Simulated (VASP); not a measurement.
# HfN (F-43m) in VASP: a series of runs, part 2 of 2

VASP 6.6.1. Earlier steps stand in the parts before.

### 6 Single point, PBEsol

This run uses another cell than the first one, of 15.83 Å³/atom, 1.126 times its volume.

Input file INCAR:

```
PREC = Accurate ; ENCUT = 520
EDIFF = 1E-6 ; ISMEAR = -1
SIGMA = 0.1 ; LREAL = False
LASPH = True ; NELM = 100
ALGO = Normal ; ISIF = 2
LWAVE = False ; LCHARG = True
GGA = PS ; LELF = True
LVHAR = True ; NBANDS = 14
```

Input file KPOINTS:

```
regular mesh
0
Gamma
  10 10 10
```

Input file POSCAR:

```
HfN
1.0
    0.0000000000      2.5108143339      2.5108143339
    2.5108143339      0.0000000000      2.5108143339
    2.5108143339      2.5108143339      0.0000000000
Hf N
1 1
Direct
    0.0000000000      0.0000000000      0.0000000000
    0.7500000000      0.7500000000      0.7500000000
```

Potentials or basis: VASP PAW PBE potentials, release 64 (Hf_pv, N).

Run with:

```bash
$ cat potpaw_PBE.64/Hf_pv/POTCAR potpaw_PBE.64/N/POTCAR > POTCAR
$ mpirun -np 1 vasp_std > vasp.out
```

OUTCAR:

```text
PREC = Accurate
   ENCUT = 520
   EDIFF = 1E-6
   ISMEAR = -1
   LREAL = False
   LASPH = True
   NELM = 100
   ISIF = 2
   GGA = PS

 ion  position               nearest neighbor table
   1  0.000  0.000  0.000-   2 2.17   2 2.17   2 2.17   2 2.17
   2  0.750  0.750  0.750-   1 2.17   1 2.17   1 2.17   1 2.17

  LATTYP: Found a face centered cubic cell.
 ALAT       =     5.0216286678

  Lattice vectors:

 A1 = (   0.0000000000,   2.5108143339,   2.5108143339)
 A2 = (   2.5108143339,   0.0000000000,   2.5108143339)
 A3 = (   2.5108143339,   2.5108143339,   0.0000000000)

Analysis of symmetry for initial positions (statically):
=====================================================================
 Subroutine PRICEL returns:
 Original cell was already a primitive cell.

 Routine SETGRP: Setting up the symmetry group for a
 face centered cubic supercell.

 Subroutine GETGRP returns: Found 24 space group operations
 (whereof 24 operations were pure point group operations)
 out of a pool of 48 trial point group operations.

The static configuration has the point symmetry T_d .

Analysis of symmetry for dynamics (positions and initial velocities):
=====================================================================
 Subroutine PRICEL returns:
 Original cell was already a primitive cell.

 Routine SETGRP: Setting up the symmetry group for a
 face centered cubic supercell.

 Subroutine GETGRP returns: Found 24 space group operations
 (whereof 24 operations were pure point group operations)
 out of a pool of 48 trial point group operations.

The dynamic configuration has the point symmetry T_d .

 Subroutine INISYM returns: Found 24 space group operations
 (whereof 24 operations are pure point group operations),
 and found     1 'primitive' translations

----------------------------------------------------------------------------------------

                                     Primitive cell

  volume of cell :      31.6573

  direct lattice vectors                    reciprocal lattice vectors
     0.000000000  2.510814334  2.510814334    -0.199138580  0.199138580  0.199138580
     2.510814334  0.000000000  2.510814334     0.199138580 -0.199138580  0.199138580
     2.510814334  2.510814334  0.000000000     0.199138580  0.199138580 -0.199138580

  length of vectors
     3.550827684  3.550827684  3.550827684     0.344918138  0.344918138  0.344918138

  position of ions in fractional coordinates (direct lattice)
     0.000000000  0.000000000  0.000000000
     0.750000000  0.750000000  0.750000000

  ion indices of the primitive-cell ions
   primitive index   ion index
                 1           1
                 2           2

----------------------------------------------------------------------------------------

 KPOINTS: regular mesh

Automatic generation of k-mesh.
 Grid dimensions read from file:
 generate k-points for:   10   10   10

 Generating k-lattice:

  Cartesian coordinates                     Fractional coordinates (reciprocal lattice)
    -0.019913858  0.019913858  0.019913858     0.100000000  0.000000000  0.000000000
[... 39 lines left out ...]
  0.400000  0.300000  0.000000     24.000000
 [... further k-points ...]
   k-points           NKPTS =     47   k-points in BZ     NKDIM =     47   number of bands    NBANDS=     14
   number of dos      NEDOS =    301   number of ions     NIONS =      2
   total plane-waves  NPLWV =  21952
   dimension x,y,z NGX =    28 NGY =   28 NGZ =   28
   dimension x,y,z NGXF=    56 NGYF=   56 NGZF=   56
   ions per type =               1   1
   NGX,Y,Z   is equivalent  to a cutoff of  13.11, 13.11, 13.11 a.u.
   NGXF,Y,Z  is equivalent  to a cutoff of  26.22, 26.22, 26.22 a.u.
 SYSTEM =  unknown system
   PREC   = accura    normal or accurate (medium, high low for compatibility)
   ISTART =      0    job   : 0-new  1-cont  2-samecut
   ICHARG =      2    charge: 1-file 2-atom 10-const
   ISPIN  =      1    spin polarized calculation?
   LNONCOLLINEAR =      F non collinear calculations
   LSORBIT =      F    spin-orbit coupling
   LASPH  =      T    aspherical Exc in radial PAW
   ENCUT  =  520.0 eV  38.22 Ry    6.18 a.u.   6.60  6.60  6.60*2*pi/ulx,y,z
   NELM   =    100;   NELMIN=  2; NELMDL= -5     # of ELM steps
   EDIFF  = 0.1E-05   stopping-criterion for ELM
   LREAL  =      F    real-space projection
   EDIFFG = 0.1E-04   stopping-criterion for IOM
   NSW    =      0    number of steps for IOM
   IBRION =     -1    ionic relax: 0-MD 1-quasi-New 2-CG
   NFREE  =      0    steps in history (QN), initial steepest desc. (CG)
   ISIF   =      2    stress and relaxation
   ISYM   =      2    0-nonsym 1-usesym 2-fastsym
   POTIM  = 0.5000    time-step for ionic-motion
   TEBEG  =    0.0;   TEEND  =   0.0 temperature during run
   PSTRESS=    0.0 pullay stress
   NELECT =      15.0000    total number of electrons
   NUPDOWN=      -1.0000    fix difference up-down
   EMIN   =  10.00;   EMAX   =-10.00  energy-range for DOS
   EFERMI =   0.00;   METHOD = LEGACY
   ISMEAR =    -1;   SIGMA  =   0.10  broadening in eV -4-tet -1-fermi 0-gaus
   EFERMI_NEDOS =   21; number of points for ismear=-14 and -15
   IALGO  =     38    algorithm
   IMIX   =      4    mixing-type and parameters
     AMIX     =   0.40;   BMIX     =  1.00
     AMIX_MAG =   1.60;   BMIX_MAG =  1.00
  volume/ion in A,a.u.               =      15.83       106.82
  Fermi-wavevector in a.u.,A,eV,Ry     =   1.276284  2.411827 22.162541  1.628901
  Thomas-Fermi vector in A             =   2.408949
   LORBIT       =      0    0 simple, 1 ext, 2 COOP (PROOUT), +10 PAW based schemes
   GGA     = PS    functional components
   LHFCALC =     F    Hartree Fock is set to
   AEXX    =    0.0000 exact exchange contribution
   IVDW    =     0    specifies the selected vdW correction
   LEPSILON=     F    determine dielectric tensor
   LRPA    =     F    only Hartree local field effects (RPA)
 non-spin polarized calculation
  energy-cutoff  :      520.00
  volume of cell :       31.66
 maximum number of plane-waves:       875
 NGX is ok and might be reduce to    28
   NGX = 13   NGY = 13   NGZ = 13

 number of electron      14.9999998 magnetization

 Free energy of the ion-electron system (eV)
  ---------------------------------------------------
  ext. energy  EPLUGINS =         0.00000000
  ---------------------------------------------------
  free energy    TOTEN  =       -22.11557947 eV

  energy without entropy =      -22.09364167  energy(sigma->0) =      -22.10461057

 E-fermi :   5.0779     XC(G=0): -11.0783

 val. band max:        4.9205418877   @ k =  -0.3000   0.3000   0.0000
 cond. band min:       5.1012735262   @ k =   0.3000   0.2000   0.0000
 fundamental gap:      0.1807316386
 Fermi energy:         5.0778597084

 k-point     1 :       0.0000    0.0000    0.0000
  band No.  band energies     occupation
      1     -26.2042      2.00000
      2     -26.2042      2.00000
      3     -26.2042      2.00000
      4     -10.6625      2.00000
      5      -0.0508      2.00000
      6      -0.0508      2.00000
      7      -0.0508      2.00000
      8       4.2083      1.99967
      9       7.1370      0.00000
     10       7.1370      0.00000
     11      11.2424      0.00000
     12      11.2424      0.00000
     13      11.2424      0.00000
     14      17.0922      0.00000
[... 377 lines left out ...]
      1     -26.4903      2.00000
      2     -26.3087      2.00000
      3     -26.2978      2.00000
      4      -9.5994      2.00000
      5      -1.3027      2.00000
      6       1.0377      2.00000
      7       1.1074      2.00000
      8       4.3764      1.99820
      9       7.6213      0.00000
     10       8.2913      0.00000
     11      10.0888      0.00000
     12      10.4505      0.00000
     13      11.2543      0.00000
     14      15.5783      0.00000

 [... further k-points ...]

------------------------ aborting loop because EDIFF is reached ----------------------------------------

  FORCE on cell =-STRESS in cart. coord.  units (eV):
  Direction    XX          YY          ZZ          XY          YZ          ZX
  --------------------------------------------------------------------------------------
  -------------------------------------------------------------------------------------
  Total       -3.2896645     -3.2896645     -3.2896645      0.0000000      0.0000000      0.0000000
  in kB     -166.4900917   -166.4900917   -166.4900917      0.0000000      0.0000000      0.0000000
  external PRESSURE =    -166.4900917 kB  Pullay stress =       0.0000000 kB

 VOLUME and BASIS-vectors are now :
 -----------------------------------------------------------------------------
  energy-cutoff  :      520.00
  volume of cell :       31.66
      direct lattice vectors                 reciprocal lattice vectors
     0.000000000  2.510814334  2.510814334    -0.199138580  0.199138580  0.199138580
     2.510814334  0.000000000  2.510814334     0.199138580 -0.199138580  0.199138580
     2.510814334  2.510814334  0.000000000     0.199138580  0.199138580 -0.199138580

 POSITION                                       TOTAL-FORCE (eV/Angst)
 -----------------------------------------------------------------------------------
      0.00000      0.00000      0.00000         0.000000      0.000000      0.000000
      3.76622      3.76622      3.76622        -0.000000     -0.000000     -0.000000
 -----------------------------------------------------------------------------------
    total drift:                                0.000000      0.000000      0.000000

  FREE ENERGIE OF THE ION-ELECTRON SYSTEM (eV)
  ---------------------------------------------------
  free  energy   TOTEN  =       -22.1155794708 eV

  energy  without entropy=      -22.0936416726  energy(sigma->0) =      -22.10461057
```

stdout:

```text
POSCAR found type information on POSCAR HfN
 POSCAR found :  2 types and       2 ions
 scaLAPACK will be used
 -----------------------------------------------------------------------------
|                                                                             |
|                                                                             |
|     You enforced a specific xc type in the INCAR file but a different       |
|     I HOPE YOU KNOW WHAT YOU ARE DOING!                                     |
|                                                                             |
 -----------------------------------------------------------------------------

 LDA part: xc-table for (Slater+PW92), standard interpolation
 POSCAR, INCAR and KPOINTS ok, starting setup
 FFT: planning ... GRIDC
 FFT: planning ... GRID_SOFT
 FFT: planning ... GRID
 WAVECAR not read
 entering main loop
```

Run time: 14 s. Hardware: 1 thread of Intel Xeon 6975P-C (Granite Rapids), shared host; peak memory 0.17 GiB.

What came out:

* Free energy: -22.1156 eV
* Pressure: -16.6 GPa

Levels at points of the mesh, in eV from the Fermi level:
```
           k point  band 3  band 4  band 5  band 6  band 7  band 8  band 9  band 10  band 11  band 12
(0.00, 0.00, 0.00)  -31.28  -15.74   -5.13   -5.13   -5.13   -0.87    2.06     2.06     6.16     6.16
(0.50, 0.00, 0.00)  -31.33  -14.78   -5.56   -4.59   -4.59    1.44    2.51     2.51     3.93     4.87
(0.50, 0.50, 0.00)  -31.40  -14.45   -6.54   -3.49   -3.49   -1.08    1.97     3.68     4.29     4.29
```

Caveat: the PAW data sets were made with another functional, which shifts forces and pressure a little; spin-orbit coupling is left out, which moves the levels of the heavy elements.

### 7 Summary

```tsv
cell	gap on the mesh (eV)	pressure (GPa)
a = 3.413 Å, angles 60.0°, 2 atoms	none	4.6
a = 3.448 Å, angles 60.0°, 2 atoms	none	-2.0
a = 3.483 Å, angles 60.0°, 2 atoms	none	-7.6
a = 3.517 Å, angles 60.0°, 2 atoms	none	-12.5
a = 3.551 Å, angles 60.0°, 2 atoms	none	-16.6
```

Alike in all rows: task single point; level PBEsol; potentials or basis VASP PAW PBE potentials, release 64 (Hf_pv, N); no spin polarisation; k mesh 10 × 10 × 10; cutoff (eV) 520; smearing fermi-dirac 0.1 eV.

Caveats: the PAW data sets were made with another functional, which shifts forces and pressure a little; spin-orbit coupling is left out, which moves the levels of the heavy elements.

Total energies depend on the potentials used, so only differences within one code and one set of settings carry meaning.
